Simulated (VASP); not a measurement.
# YBiCl6 (P1) in VASP: single point with PBEsol

Aim: the single point of YBiCl6 with PBEsol.

Program: VASP 6.6.1. These are calculated values, not measurements. Logs are shortened: lines on timing, memory, paths and dates and some standing lists are left out, and cuts for length are marked.

### Step 1. The cell of the first run

The typed cell holds 8 atoms: a = 6.554 Å, b = 6.554 Å, c = 7.151 Å, α = 62.69°, β = 89.98°, γ = 60.02°.

### Step 2. Single point, PBEsol

File INCAR:

```
SYSTEM = YBiCl6
PREC = Accurate ; ENCUT = 500
EDIFF = 1E-6 ; ISMEAR = -1
SIGMA = 0.05 ; LREAL = .FALSE.
LASPH = .TRUE. ; NELM = 120
ALGO = Normal ; ISIF = 2
LWAVE = .FALSE. ; LCHARG = .FALSE.
GGA = PS ; NBANDS = 44
GGA_COMPAT = .FALSE.
```

File KPOINTS:

```
regular mesh
0
G
  4 4 4
  0 0 0
```

File POSCAR:

```
YBiCl6
1.0
    6.5530832262      0.0575544171     -0.0479742771
    3.2263840951      5.7042820993      0.1050063684
    0.0154359460      3.6479212747      6.1501665707
Y Bi Cl
1 1 6
Direct
    0.4948808178      0.0041719417      0.4967467247
   -0.0049190529      0.0039989930     -0.0031828090
    0.0798369276      0.1752271807      0.2504460287
    0.9099564851      0.8332638174      0.7427936043
    0.2499559768      0.1744137160      0.7420434058
    0.7378289874      0.8361040586      0.2497641553
    0.4202335978      0.4944843093      0.2508571108
    0.5701326479      0.5140158210      0.7441071802
```

Potentials or basis: VASP PAW PBE potentials, release 64 (Y_sv, Bi_d, Cl).

The run is started by

```bash
cat potpaw_PBE.64/Y_sv/POTCAR potpaw_PBE.64/Bi_d/POTCAR potpaw_PBE.64/Cl/POTCAR > POTCAR
mpirun -np 1 vasp_std > vasp.out
```

OUTCAR:

```text
SYSTEM = YBiCl6
   PREC = Accurate
   ENCUT = 500
   EDIFF = 1E-6
   ISMEAR = -1
   LREAL = .FALSE.
   LASPH = .TRUE.
   NELM = 120
   ISIF = 2
   GGA = PS

 ion  position               nearest neighbor table
   1  0.495  0.004  0.497-   8 2.63   6 2.63   4 2.63   3 2.63   5 2.63   7 2.63
   2  0.995  0.004  0.997-   3 2.71   6 2.71   8 2.71   5 2.71   7 2.71   4 2.71
   3  0.080  0.175  0.250-   1 2.63   2 2.71
   4  0.910  0.833  0.743-   1 2.63   2 2.71
   5  0.250  0.174  0.742-   1 2.63   2 2.71
   6  0.738  0.836  0.250-   1 2.63   2 2.71
   7  0.420  0.494  0.251-   1 2.63   2 2.71
   8  0.570  0.514  0.744-   1 2.63   2 2.71

  LATTYP: Found a triclinic cell.
 ALAT       =     6.5535115634
 B/A-ratio  =     1.0001269011
 C/A-ratio  =     1.0911123896
 COS(alpha) =     0.0002346730
 COS(beta)  =     0.4587660908
 COS(gamma) =     0.4997450877

  Lattice vectors:

 A1 = (   6.5530832262,   0.0575544171,  -0.0479742771)
 A2 = (   3.2263840951,   5.7042820993,   0.1050063684)
 A3 = (   3.3421350771,  -1.9988064075,   5.9971859252)

Analysis of symmetry for initial positions (statically):
=====================================================================
 Subroutine PRICEL returns:
 Original cell was already a primitive cell.

 Routine SETGRP: Setting up the symmetry group for a
 triclinic supercell.

 Subroutine GETGRP returns: Found  1 space group operations
 (whereof  1 operations were pure point group operations)
 out of a pool of  2 trial point group operations.

The static configuration has the point symmetry C_1 .

Analysis of symmetry for dynamics (positions and initial velocities):
=====================================================================
 Subroutine PRICEL returns:
 Original cell was already a primitive cell.

 Routine SETGRP: Setting up the symmetry group for a
 triclinic supercell.

 Subroutine GETGRP returns: Found  1 space group operations
 (whereof  1 operations were pure point group operations)
 out of a pool of  2 trial point group operations.

The dynamic configuration has the point symmetry C_1 .

 Subroutine INISYM returns: Found  1 space group operations
 (whereof  1 operations are pure point group operations),
 and found     1 'primitive' translations

----------------------------------------------------------------------------------------

                                     Primitive cell

  volume of cell :     225.6846

  direct lattice vectors                    reciprocal lattice vectors
     6.553083226  0.057554417 -0.047974277     0.153751000 -0.087915526  0.051760488
     3.226384095  5.704282099  0.105006368    -0.002343871  0.178582399 -0.105918814
     0.015435946  3.647921275  6.150166571     0.001239351 -0.003734854  0.164809410

  length of vectors
     6.553511563  6.554343212  7.150672468     0.184520074  0.207643835  0.164856382

  position of ions in fractional coordinates (direct lattice)
     0.494880818  0.004171942  0.496746725
     0.995080947  0.003998993  0.996817191
     0.079836928  0.175227181  0.250446029
     0.909956485  0.833263817  0.742793604
     0.249955977  0.174413716  0.742043406
     0.737828987  0.836104059  0.249764155
     0.420233598  0.494484309  0.250857111
     0.570132648  0.514015821  0.744107180

  ion indices of the primitive-cell ions
   primitive index   ion index
                 1           1
                 2           2
                 3           3
                 4           4
                 5           5
                 6           6
                 7           7
                 8           8

----------------------------------------------------------------------------------------

 KPOINTS: regular mesh

Automatic generation of k-mesh.
 Grid dimensions read from file:
 generate k-points for:    4    4    4

 Generating k-lattice:

  Cartesian coordinates                     Fractional coordinates (reciprocal lattice)
     0.038437750 -0.021978882  0.012940122     0.250000000  0.000000000 -0.000000000
    -0.000585968  0.044645600 -0.026479704    -0.000000000  0.250000000  0.000000000
     0.000309838 -0.000933713  0.041202352     0.000000000  0.000000000  0.250000000

  Length of vectors
     0.046130019  0.051910959  0.041214095

  Shift w.r.t. Gamma in fractional coordinates (k-lattice)
     0.000000000  0.000000000  0.000000000

 Subroutine IBZKPT returns following result:
 ===========================================

 Found     36 irreducible k-points:

 Following reciprocal coordinates:
            Coordinates               Weight
  0.000000  0.000000  0.000000      1.000000
  0.250000 -0.000000  0.000000      2.000000
  0.500000 -0.000000  0.000000      1.000000
  0.000000  0.250000 -0.000000      2.000000
  0.250000  0.250000  0.000000      2.000000
  0.500000  0.250000 -0.000000      2.000000
[... 16 lines left out ...]
  0.000000 -0.250000  0.250000      2.000000
  0.250000 -0.250000  0.250000      2.000000
 [... further k-points ...]
   k-points           NKPTS =     36   k-points in BZ     NKDIM =     36   number of bands    NBANDS=     44
   number of dos      NEDOS =    301   number of ions     NIONS =      8
   total plane-waves  NPLWV = 124416
   dimension x,y,z NGX =    48 NGY =   48 NGZ =   54
   dimension x,y,z NGXF=    96 NGYF=   96 NGZF=  108
   ions per type =               1   1   6
   NGX,Y,Z   is equivalent  to a cutoff of  12.18, 12.17, 12.55 a.u.
   NGXF,Y,Z  is equivalent  to a cutoff of  24.35, 24.35, 25.11 a.u.
 SYSTEM =  YBiCl6
   PREC   = accura    normal or accurate (medium, high low for compatibility)
   ISTART =      0    job   : 0-new  1-cont  2-samecut
   ICHARG =      2    charge: 1-file 2-atom 10-const
   ISPIN  =      1    spin polarized calculation?
   LNONCOLLINEAR =      F non collinear calculations
   LSORBIT =      F    spin-orbit coupling
   LASPH  =      T    aspherical Exc in radial PAW
   ENCUT  =  500.0 eV  36.75 Ry    6.06 a.u.  11.95 11.95 13.04*2*pi/ulx,y,z
   NELM   =    120;   NELMIN=  2; NELMDL= -5     # of ELM steps
   EDIFF  = 0.1E-05   stopping-criterion for ELM
   LREAL  =      F    real-space projection
   EDIFFG = 0.1E-04   stopping-criterion for IOM
   NSW    =      0    number of steps for IOM
   IBRION =     -1    ionic relax: 0-MD 1-quasi-New 2-CG
   NFREE  =      0    steps in history (QN), initial steepest desc. (CG)
   ISIF   =      2    stress and relaxation
   ISYM   =      2    0-nonsym 1-usesym 2-fastsym
   POTIM  = 0.5000    time-step for ionic-motion
   TEBEG  =    0.0;   TEEND  =   0.0 temperature during run
   PSTRESS=    0.0 pullay stress
   NELECT =      68.0000    total number of electrons
   NUPDOWN=      -1.0000    fix difference up-down
   EMIN   =  10.00;   EMAX   =-10.00  energy-range for DOS
   EFERMI =   0.00;   METHOD = LEGACY
   ISMEAR =    -1;   SIGMA  =   0.05  broadening in eV -4-tet -1-fermi 0-gaus
   EFERMI_NEDOS =   21; number of points for ismear=-14 and -15
   IALGO  =     38    algorithm
   IMIX   =      4    mixing-type and parameters
     AMIX     =   0.40;   BMIX     =  1.00
     AMIX_MAG =   1.60;   BMIX_MAG =  1.00
  volume/ion in A,a.u.               =      28.21       190.37
  Fermi-wavevector in a.u.,A,eV,Ry     =   1.097515  2.074003 16.388753  1.204539
  Thomas-Fermi vector in A             =   2.233876
   LORBIT       =      0    0 simple, 1 ext, 2 COOP (PROOUT), +10 PAW based schemes
   GGA     = PS    functional components
   LHFCALC =     F    Hartree Fock is set to
   AEXX    =    0.0000 exact exchange contribution
   IVDW    =     0    specifies the selected vdW correction
   LEPSILON=     F    determine dielectric tensor
   LRPA    =     F    only Hartree local field effects (RPA)
 non-spin polarized calculation
  energy-cutoff  :      500.00
  volume of cell :      225.68
 maximum number of plane-waves:      5740
   NGX = 23   NGY = 23   NGZ = 27

 number of electron      68.0000001 magnetization

 Free energy of the ion-electron system (eV)
  ---------------------------------------------------
  ext. energy  EPLUGINS =         0.00000000
  ---------------------------------------------------
  free energy    TOTEN  =       -35.88687160 eV

  energy without entropy =      -35.88687160  energy(sigma->0) =      -35.88687160

 E-fermi :   1.6027     XC(G=0):  -8.5844

 val. band max:        0.4325102429   @ k =   0.2500  -0.0000   0.0000
 cond. band min:       3.8935080000   @ k =   0.0000   0.5000   0.5000
 fundamental gap:      3.4609977571
 Fermi energy:         1.6026658061

 k-point     1 :       0.0000    0.0000    0.0000
  band No.  band energies     occupation
      1     -40.4740      2.00000
      2     -21.5499      2.00000
      3     -21.5498      2.00000
      4     -21.5083      2.00000
      5     -21.5082      2.00000
      6     -21.5035      2.00000
[... 36 lines left out ...]
     43       7.2903      0.00000
     44       9.3289      0.00000

 k-point     2 :       0.2500   -0.0000    0.0000
  band No.  band energies     occupation
      1     -40.4740      2.00000
      2     -21.5501      2.00000
      3     -21.5500      2.00000
      4     -21.5083      2.00000
      5     -21.5082      2.00000
      6     -21.5035      2.00000
[... 36 lines left out ...]
     43       7.8287      0.00000
     44       9.2637      0.00000

 k-point     3 :       0.5000   -0.0000    0.0000
  band No.  band energies     occupation
      1     -40.4740      2.00000
      2     -21.5503      2.00000
      3     -21.5502      2.00000
      4     -21.5084      2.00000
      5     -21.5082      2.00000
      6     -21.5034      2.00000
[... 36 lines left out ...]
     43       8.5170      0.00000
     44       9.2104      0.00000

 k-point     4 :       0.0000    0.2500   -0.0000
  band No.  band energies     occupation
      1     -40.4740      2.00000
      2     -21.5501      2.00000
      3     -21.5499      2.00000
      4     -21.5083      2.00000
      5     -21.5082      2.00000
      6     -21.5035      2.00000
[... 882 lines left out ...]
     43       8.9892      0.00000
     44       9.1675      0.00000

 k-point    23 :       0.0000   -0.2500    0.2500
  band No.  band energies     occupation
      1     -40.4740      2.00000
      2     -21.5501      2.00000
      3     -21.5500      2.00000
      4     -21.5083      2.00000
      5     -21.5082      2.00000
      6     -21.5035      2.00000
[... 36 lines left out ...]
     43       8.6463      0.00000
     44       9.1226      0.00000

 k-point    24 :       0.2500   -0.2500    0.2500
  band No.  band energies     occupation
      1     -40.4740      2.00000
      2     -21.5501      2.00000
      3     -21.5498      2.00000
      4     -21.5083      2.00000
      5     -21.5082      2.00000
      6     -21.5034      2.00000
[... 36 lines left out ...]
     43       8.9893      0.00000
     44       9.1756      0.00000

 [... further k-points ...]
[... 5 lines left out ...]
  --------------------------------------------------------------------------------------
  -------------------------------------------------------------------------------------
  Total       -0.0842430     -0.0884356     -0.0892684      0.0008972     -0.0034768     -0.0049961
  in kB       -0.5980569     -0.6278213     -0.6337332      0.0063694     -0.0246828     -0.0354682
  external PRESSURE =      -0.6198705 kB  Pullay stress =       0.0000000 kB

 VOLUME and BASIS-vectors are now :
 -----------------------------------------------------------------------------
  energy-cutoff  :      500.00
  volume of cell :      225.68
      direct lattice vectors                 reciprocal lattice vectors
     6.553083226  0.057554417 -0.047974277     0.153751000 -0.087915526  0.051760488
     3.226384095  5.704282099  0.105006368    -0.002343871  0.178582399 -0.105918814
     0.015435946  3.647921275  6.150166571     0.001239351 -0.003734854  0.164809410

 POSITION                                       TOTAL-FORCE (eV/Angst)
 -----------------------------------------------------------------------------------
      3.26412      1.86437      3.03177         0.000952      0.004302     -0.000285
      6.54914      3.71639      6.08327         0.003304      0.000776     -0.001207
      1.09239      1.91775      1.55485        -0.000828      0.002924      0.000660
      8.66292      7.51520      4.61215         0.001170     -0.001853      0.000533
      2.21216      3.71621      4.57001         0.000948     -0.000275      0.001630
      7.53650      5.72296      1.58849         0.000230     -0.004049      0.002151
      4.35309      3.75997      1.57458        -0.001033      0.000661     -0.000604
      5.40603      5.67935      4.60301        -0.004744     -0.002486     -0.002878
 -----------------------------------------------------------------------------------
    total drift:                                0.000212      0.000136      0.000012

  FREE ENERGIE OF THE ION-ELECTRON SYSTEM (eV)
  ---------------------------------------------------
  free  energy   TOTEN  =       -35.8868715992 eV

  energy  without entropy=      -35.8868715992  energy(sigma->0) =      -35.88687160
```

Run time: 13 min. Hardware: 1 thread of Intel Xeon 8259CL, shared host; peak memory 0.52 GiB.

Results:

```
Free energy            : -35.8869 eV
Pressure               : -0.1 GPa
Largest force          : 0.006 eV/Å
Band gap on the k mesh : 3.46 eV (least direct gap 3.58 eV)
```

Forces in eV/Å, atoms in the order of the input:
```
Y    0.001  0.004  0.000
Bi   0.003  0.001 -0.001
Cl  -0.001  0.003  0.001
Cl   0.001 -0.002  0.001
Cl   0.001  0.000  0.002
Cl   0.000 -0.004  0.002
Cl  -0.001  0.001 -0.001
Cl  -0.005 -0.002 -0.003
```

Caveat: the PAW data sets were made with another functional, which shifts forces and pressure a little; spin-orbit coupling is left out, which moves the levels of the heavy elements. A k mesh can miss the band edges.
